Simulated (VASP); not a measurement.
# ZnO (P4_2/mnm) in VASP: further runs, part 2 of 2

VASP 6.6.1.

**5. Single point, PBE**

This run uses another cell than the first one, of 12.89 Å³/atom.

The input, INCAR:

```
ALGO     = Normal         # electronic algorithm
EDIFF    = 1E-6           # SCF threshold, eV
ENCUT    = 520            # plane-wave cutoff, eV
GGA      = PE             # functional
ISIF     = 2              # what is computed and relaxed
ISMEAR   = 0              # smearing method
LASPH    = True           # aspherical terms in the spheres
LCHARG   = False          # write CHGCAR
LREAL    = False          # projectors in reciprocal space
LWAVE    = False          # write WAVECAR
NBANDS   = 46             # bands
NELM     = 60             # most SCF steps
PREC     = Accurate       # precision mode
SIGMA    = 0.02           # smearing width, eV
```

The input, KPOINTS:

```
k-points
0
Gamma
  6 6 8
```

The input, POSCAR:

```
ZnO
1.0
    5.6076239978      0.0000000000      0.0000000000
    0.0000000000      5.6076239978      0.0000000000
    0.0000000000      0.0000000000      3.2799339693
Zn O
4 4
Direct
    0.1817697575      0.1817697575      0.5000000000
    0.8182302425      0.8182302425      0.5000000000
    0.6817697575      0.3182302425      0.0000000000
    0.3182302425      0.6817697575      0.0000000000
    0.8183892359      0.1816107641      0.5000000000
    0.1816107641      0.8183892359      0.5000000000
    0.6816107641      0.6816107641      0.0000000000
    0.3183892359      0.3183892359      0.0000000000
```

Run with:

```
cat potpaw_PBE.64/Zn/POTCAR potpaw_PBE.64/O/POTCAR > POTCAR
mpirun -np 1 vasp_std > vasp.out
```

Run time: 2.8 min. Hardware: 1 thread of Intel Xeon Platinum 8488C (Sapphire Rapids), shared host; peak memory 0.31 GiB.

It converged, with:

- Free energy: -35.5373 eV
- Pressure: 0.8 GPa
- Largest force: 0.011 eV/Å
- Band gap on the k mesh: 0.75 eV

Forces in eV/Å, atoms in the order of the input:
```
Zn  -0.008 -0.008  0.000
Zn   0.008  0.008  0.000
Zn  -0.008  0.008  0.000
Zn   0.008 -0.008  0.000
O    0.006 -0.006  0.000
O   -0.006  0.006  0.000
O   -0.006 -0.006  0.000
O    0.006  0.006  0.000
```

Stress tensor (GPa, compression positive):
```
0.74 0.00 0.00
0.00 0.74 0.00
0.00 0.00 0.99
```

Levels at points of the mesh, in eV from the valence-band top:
| k point | band 32 | band 33 | band 34 | band 35 | band 36 | band 37 | band 38 | band 39 | band 40 | band 41 |
| --- | --- | --- | --- | --- | --- | --- | --- | --- | --- | --- |
| (0.00, 0.00, 0.00) | -0.81 | -0.43 | -0.18 | -0.18 | 0.00 | 0.75 | 5.12 | 5.12 | 6.91 | 7.24 |
| (0.50, 0.00, 0.00) | -1.48 | -0.49 | -0.49 | -0.40 | -0.40 | 3.12 | 3.12 | 6.01 | 6.01 | 8.02 |
| (0.50, 0.50, 0.00) | -1.05 | -0.81 | -0.81 | -0.75 | -0.75 | 4.17 | 4.17 | 4.60 | 4.60 | 8.36 |
| (0.00, 0.00, 0.50) | -1.72 | -1.69 | -1.69 | -1.27 | -1.27 | 5.72 | 5.72 | 7.91 | 7.91 | 8.00 |
| (0.50, 0.00, 0.50) | -1.79 | -1.48 | -1.48 | -1.01 | -1.01 | 5.80 | 5.80 | 6.74 | 6.74 | 7.65 |
| (0.50, 0.50, 0.50) | -1.35 | -1.31 | -1.31 | -1.26 | -1.26 | 5.54 | 5.54 | 5.82 | 5.82 | 7.71 |

Caveat: semilocal functionals underestimate gaps, and a narrow one can read as zero.

**6. Single point, PBE (11.35 Å³/atom)**

This run uses another cell than the first one, of 11.35 Å³/atom.

The input, INCAR:

```
SYSTEM = ZnO
  PREC = Accurate
  ENCUT = 520
  EDIFF = 1E-7
  ISMEAR = 0
  SIGMA = 0.02
  LREAL = .False.
  LASPH = .True.
  NELM = 60
  ALGO = Normal
  ISIF = 2
  LWAVE = .False.
  LCHARG = .False.
  GGA = PE
  NBANDS = 46
```

The input, KPOINTS:

```
regular mesh
0
Gamma
  6 6 8
  0 0 0
```

The input, POSCAR:

```
ZnO
1.0
    5.2032469847      0.0000000000      0.0000000000
    0.0000000000      5.2032469847      0.0000000000
    0.0000000000      0.0000000000      3.3524064059
Zn O
4 4
Direct
    0.1895406214      0.1895406214      0.5000000000
    0.8104593786      0.8104593786      0.5000000000
    0.6895406214      0.3104593786      0.0000000000
    0.3104593786      0.6895406214      0.0000000000
    0.8085833327      0.1914166673      0.5000000000
    0.1914166673      0.8085833327      0.5000000000
    0.6914166673      0.6914166673      0.0000000000
    0.3085833327      0.3085833327      0.0000000000
```

Potentials or basis: VASP PAW PBE potentials, release 64 (Zn, O).

Run with:

```
cat potpaw_PBE.64/Zn/POTCAR potpaw_PBE.64/O/POTCAR > POTCAR
mpirun -np 1 vasp_std > vasp.out
```

OUTCAR:

```text
SYSTEM = ZnO
   PREC = Accurate
   ENCUT = 520
   EDIFF = 1E-7
   ISMEAR = 0
   LREAL = .False.
   LASPH = .True.
   NELM = 60
   ISIF = 2
   GGA = PE

 ion  position               nearest neighbor table
   1  0.190  0.190  0.500-   8 1.89   8 1.89   5 1.98   6 1.98   2 2.79
   2  0.810  0.810  0.500-   7 1.89   7 1.89   5 1.98   6 1.98   1 2.79
   3  0.690  0.310  0.000-   5 1.89   5 1.89   8 1.98   7 1.98   4 2.79
   4  0.310  0.690  0.000-   6 1.89   6 1.89   8 1.98   7 1.98   3 2.79
   5  0.809  0.191  0.500-   3 1.89   3 1.89   1 1.98   2 1.98
   6  0.191  0.809  0.500-   4 1.89   4 1.89   1 1.98   2 1.98
   7  0.691  0.691  0.000-   2 1.89   2 1.89   4 1.98   3 1.98
   8  0.309  0.309  0.000-   1 1.89   1 1.89   4 1.98   3 1.98

  LATTYP: Found a simple tetragonal cell.
 ALAT       =     5.2032469847
 C/A-ratio  =     0.6442912312

  Lattice vectors:

 A1 = (   5.2032469847,   0.0000000000,   0.0000000000)
 A2 = (   0.0000000000,   5.2032469847,   0.0000000000)
 A3 = (   0.0000000000,   0.0000000000,   3.3524064059)

Analysis of symmetry for initial positions (statically):
=====================================================================
 Subroutine PRICEL returns:
 Original cell was already a primitive cell.

 Routine SETGRP: Setting up the symmetry group for a
 simple tetragonal supercell.

 Subroutine GETGRP returns: Found 16 space group operations
 (whereof  8 operations were pure point group operations)
 out of a pool of 16 trial point group operations.

The static configuration has the point symmetry D_2h.
 The point group associated with its full space group is D_4h.

Analysis of symmetry for dynamics (positions and initial velocities):
=====================================================================
 Subroutine PRICEL returns:
[... 145 lines left out ...]
  Thomas-Fermi vector in A             =   2.624999
   LORBIT       =      0    0 simple, 1 ext, 2 COOP (PROOUT), +10 PAW based schemes
   GGA     = PE    functional components
   LHFCALC =     F    Hartree Fock is set to
   AEXX    =    0.0000 exact exchange contribution
   IVDW    =     0    specifies the selected vdW correction
   LEPSILON=     F    determine dielectric tensor
   LRPA    =     F    only Hartree local field effects (RPA)
 non-spin polarized calculation
 Gauss-broadening in eV      SIGMA  =   0.02
  energy-cutoff  :      520.00
  volume of cell :       90.76
 maximum number of plane-waves:      2512
 NGX is ok and might be reduce to    40
   NGX = 19   NGY = 19   NGZ = 13

 number of electron      71.9999938 magnetization

 Free energy of the ion-electron system (eV)
  ---------------------------------------------------
  ext. energy  EPLUGINS =         0.00000000
  ---------------------------------------------------
  free energy    TOTEN  =       -34.82460296 eV

  energy without entropy =      -34.82460296  energy(sigma->0) =      -34.82460296

 E-fermi :   1.7248     XC(G=0): -11.1386

 val. band max:        1.5920406088   @ k =   0.0000   0.0000   0.0000
 cond. band min:       2.6730791682   @ k =   0.0000   0.0000   0.0000
 fundamental gap:      1.0810385593
 Fermi energy:         1.7247832572

 k-point     1 :       0.0000    0.0000    0.0000
  band No.  band energies     occupation
      1     -16.9462      2.00000
      2     -16.0801      2.00000
      3     -16.0801      2.00000
      4     -15.9197      2.00000
      5      -4.8888      2.00000
      6      -4.7102      2.00000
[... 1165 lines left out ...]
     45      11.6970      0.00000
     46      11.6970      0.00000

 [... further k-points ...]

------------------------ aborting loop because EDIFF is reached ----------------------------------------

  FORCE on cell =-STRESS in cart. coord.  units (eV):
  Direction    XX          YY          ZZ          XY          YZ          ZX
  --------------------------------------------------------------------------------------
  -------------------------------------------------------------------------------------
  Total       10.1055126     10.1055126     10.4762360     -0.0000000      0.0000000      0.0000000
  in kB      178.3870748    178.3870748    184.9312528     -0.0000000      0.0000000      0.0000000
  external PRESSURE =     180.5684674 kB  Pullay stress =       0.0000000 kB

 VOLUME and BASIS-vectors are now :
 -----------------------------------------------------------------------------
  energy-cutoff  :      520.00
  volume of cell :       90.76
      direct lattice vectors                 reciprocal lattice vectors
     5.203246985  0.000000000  0.000000000     0.192187686  0.000000000  0.000000000
     0.000000000  5.203246985  0.000000000     0.000000000  0.192187686  0.000000000
     0.000000000  0.000000000  3.352406406     0.000000000  0.000000000  0.298293190

 POSITION                                       TOTAL-FORCE (eV/Angst)
 -----------------------------------------------------------------------------------
      0.98623      0.98623      1.67620         0.005642      0.005642      0.000000
      4.21702      4.21702      1.67620        -0.005642     -0.005642     -0.000000
      3.58785      1.61540      0.00000         0.005642     -0.005642     -0.000000
      1.61540      3.58785      0.00000        -0.005642      0.005642     -0.000000
      4.20726      0.99599      1.67620        -0.004068      0.004068     -0.000000
      0.99599      4.20726      1.67620         0.004068     -0.004068      0.000000
      3.59761      3.59761      0.00000         0.004068      0.004068     -0.000000
      1.60564      1.60564      0.00000        -0.004068     -0.004068      0.000000
 -----------------------------------------------------------------------------------
    total drift:                               -0.000000      0.000000      0.000000

  FREE ENERGIE OF THE ION-ELECTRON SYSTEM (eV)
  ---------------------------------------------------
  free  energy   TOTEN  =       -34.8246029631 eV

  energy  without entropy=      -34.8246029631  energy(sigma->0) =      -34.82460296
```

OSZICAR:

```text
N       E                     dE             d eps       ncg     rms          rms(c)
DAV:   1     0.781761676077E+03    0.78176E+03   -0.34835E+04  4616   0.232E+03
DAV:   2     0.830196532884E+02   -0.69874E+03   -0.66083E+03  4638   0.545E+02
DAV:   3    -0.355032926744E+02   -0.11852E+03   -0.11605E+03  4998   0.204E+02
DAV:   4    -0.414726082121E+02   -0.59693E+01   -0.59345E+01  5354   0.483E+01
DAV:   5    -0.415241847388E+02   -0.51577E-01   -0.51562E-01  4970   0.476E+00    0.234E+01
DAV:   6    -0.343884590090E+02    0.71357E+01   -0.18416E+01  7416   0.694E+01    0.145E+01
DAV:   7    -0.349110809235E+02   -0.52262E+00   -0.68780E+00  4708   0.191E+01    0.859E+00
DAV:   8    -0.349702151004E+02   -0.59134E-01   -0.15863E+00  6436   0.104E+01    0.279E+00
DAV:   9    -0.348158465597E+02    0.15437E+00   -0.40372E-01  7026   0.912E+00    0.554E-01
DAV:  10    -0.348249690533E+02   -0.91225E-02   -0.14507E-01  4834   0.207E+00    0.278E-01
DAV:  11    -0.348244888096E+02    0.48024E-03   -0.37245E-03  5150   0.410E-01    0.647E-02
DAV:  12    -0.348246101637E+02   -0.12135E-03   -0.17828E-04  5024   0.107E-01    0.558E-02
DAV:  13    -0.348246194563E+02   -0.92927E-05   -0.44740E-05  4998   0.642E-02    0.355E-02
DAV:  14    -0.348246024117E+02    0.17045E-04   -0.58614E-05  6912   0.811E-02    0.344E-03
DAV:  15    -0.348246030802E+02   -0.66848E-06   -0.13559E-05  5074   0.285E-02    0.308E-03
DAV:  16    -0.348246029598E+02    0.12038E-06   -0.16904E-07  4024   0.314E-03    0.245E-03
DAV:  17    -0.348246029631E+02   -0.33178E-08   -0.65317E-08  2610   0.186E-03
   1 F= -.34824603E+02 E0= -.34824603E+02  d E =-.579104E-23
```

Run time: 7.3 min. Hardware: 1 thread of AMD EPYC 7R13, shared host; peak memory 0.27 GiB.

Results:

```yaml
Free_energy: -34.8246 eV
Pressure: 18.1 GPa
Largest_force: 0.008 eV/Å
Band_gap_on_the_k_mesh: 1.08 eV
```

Forces in eV/Å, atoms in the order of the input:
```
Zn   0.006  0.006  0.000
Zn  -0.006 -0.006  0.000
Zn   0.006 -0.006  0.000
Zn  -0.006  0.006  0.000
O   -0.004  0.004  0.000
O    0.004 -0.004  0.000
O    0.004  0.004  0.000
O   -0.004 -0.004  0.000
```

Levels at points of the mesh, in eV from the valence-band top:
```csv
k point,band 34,band 35,band 36,band 37,band 38,band 39
"(0.00, 0.00, 0.00)",-0.06,0.00,0.00,1.08,5.52,5.52
"(0.50, 0.00, 0.00)",-0.58,-0.24,-0.24,3.61,3.61,6.27
"(0.50, 0.50, 0.00)",-1.10,-0.45,-0.45,4.69,4.69,5.04
"(0.00, 0.00, 0.50)",-1.88,-1.13,-1.13,6.13,6.13,8.61
"(0.50, 0.00, 0.50)",-1.53,-0.87,-0.87,6.45,6.45,6.95
"(0.50, 0.50, 0.50)",-1.19,-1.08,-1.08,5.57,5.57,6.55
```

Caveat: the cell stands under pressure.

**7. Summary**

```csv
cell,k mesh,smearing,gap on the mesh (eV),pressure (GPa),largest force (eV/Å)
"a = 5.598, b = 5.598, c = 3.281 Å, 8 atoms, atomic positions A",4 × 4 × 6,gaussian 0.1 eV,0.75,1.2,0.02
"a = 5.445, b = 5.445, c = 3.270 Å, 8 atoms, atomic positions B",6 × 6 × 8,gaussian 0.02 eV,0.86,9.1,0.01
"a = 5.532, b = 5.532, c = 3.269 Å, 8 atoms, atomic positions C",6 × 6 × 8,gaussian 0.02 eV,0.79,4.7,0.01
"a = 5.608, b = 5.608, c = 3.280 Å, 8 atoms, atomic positions D",6 × 6 × 8,gaussian 0.02 eV,0.75,0.8,0.01
"a = 5.203, b = 5.203, c = 3.352 Å, 8 atoms, atomic positions E",6 × 6 × 8,gaussian 0.02 eV,1.08,18.1,0.01
```

Alike in all rows: task single point; level PBE; potentials or basis VASP PAW PBE potentials, release 64 (Zn, O); no spin polarisation; cutoff (eV) 520.

Caveats: semilocal functionals underestimate gaps, and a narrow one can read as zero (at least some runs); the cell stands under pressure (at least some runs).

Absolute energies hang on the potentials; compare differences alone.
